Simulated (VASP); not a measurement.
A run of VASP 6.6.1 is set up as follows.

INCAR

```
SYSTEM = TiS2
ALGO = Normal
DIPOL = 0.5 0.5 0.500
EDIFF = 1E-6
ENCUT = 400
GGA = PE
GGA_COMPAT = .False.
IDIPOL = 3
ISIF = 2
ISMEAR = 0
IVDW = 12
LASPH = .True.
LCHARG = .False.
LDIPOL = .True.
LREAL = .False.
LWAVE = .False.
NBANDS = 19
NELM = 120
NELMDL = -8
PREC = Accurate
SIGMA = 0.1
```

The input KPOINTS:

```
k-points
0
Gamma
  15 15 1
  0 0 0
```

POSCAR

```
TiS2
1.0
    3.3720622759      0.0000000000      0.0000000000
   -1.6860311380      2.9202915941      0.0000000000
    0.0000000000      0.0000000000     31.7115601241
S Ti
2 1
Direct
    0.6666666667      0.3333333333      0.4549115654
    0.3333333333      0.6666666667      0.5450884346
    0.0000000000      0.0000000000      0.5000000000
```

Potentials or basis: VASP PAW PBE potentials, release 64 (S, Ti_sv).

The run is started by

```sh
$ cat potpaw_PBE.64/S/POTCAR potpaw_PBE.64/Ti_sv/POTCAR > POTCAR
$ mpirun -np 1 vasp_std > vasp.out
```

(1) What does it give for the largest force?

(2) What does it give for the band gap on the k mesh?

Answers

(1) 0.019 eV/Å.

(2) zero (band 12 reaches -3.59 eV, above the bottom of band 13 at -3.65 eV).
